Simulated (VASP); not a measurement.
Here is a VASP 6.6.1 calculation.

INCAR

```
PREC     = Accurate       # precision mode
ENCUT    = 520            # plane-wave cutoff, eV
EDIFF    = 1E-7           # SCF threshold, eV
ISMEAR   = 0              # smearing method
SIGMA    = 0.1            # smearing width, eV
LREAL    = F              # projectors in reciprocal space
LASPH    = T              # aspherical terms in the spheres
NELM     = 150            # most SCF steps
ALGO     = Normal         # electronic algorithm
ISIF     = 2              # what is computed and relaxed
LWAVE    = F              # write WAVECAR
LCHARG   = F              # write CHGCAR
ISPIN    = 2              # spin polarisation
MAGMOM   = 0 -1 -1 1 0 0 0 # initial moments
LORBIT   = 11             # projections on sites
LMAXMIX  = 4              # l up to which the mixer works
GGA      = PE             # functional
NBANDS   = 44             # bands
```

Contents of KPOINTS:

```
regular mesh
0
Gamma
  4 4 4
```

Contents of POSCAR:

```
TaCu3O3
1.0
    4.3284858431      0.0000000000      0.0000000000
    0.0000000000      4.3284899451      0.0000000000
    0.0000000000      0.0000000000      4.3284899451
Ta Cu O
1 3 3
Direct
    0.5000000000      0.5000000000      0.5000000000
    0.0000000000      0.5000000000      0.0000000000
    0.0000000000      0.0000000000      0.5000000000
    0.5000000000      0.0000000000      0.0000000000
    0.5000000000      0.0000000000      0.5000000000
    0.5000000000      0.5000000000      0.0000000000
    0.0000000000      0.5000000000      0.5000000000
```

Potentials or basis: VASP PAW PBE potentials, release 64 (Ta_pv, Cu, O).

Command:

```console
$ cat potpaw_PBE.64/Ta_pv/POTCAR potpaw_PBE.64/Cu/POTCAR potpaw_PBE.64/O/POTCAR > POTCAR
$ mpirun -np 1 vasp_std > vasp.out
```

Problem. Estimate the site moments.

Solution. Ta +0.71; Cu +0.04; O -0.01 μB.

Problem. What does it give for the net moment?

Solution. 0.97 μB per cell.

Problem. Predict the pressure.

Solution. 0.4 GPa.

Caveat: the k points lie up to 0.36 Å⁻¹ apart.
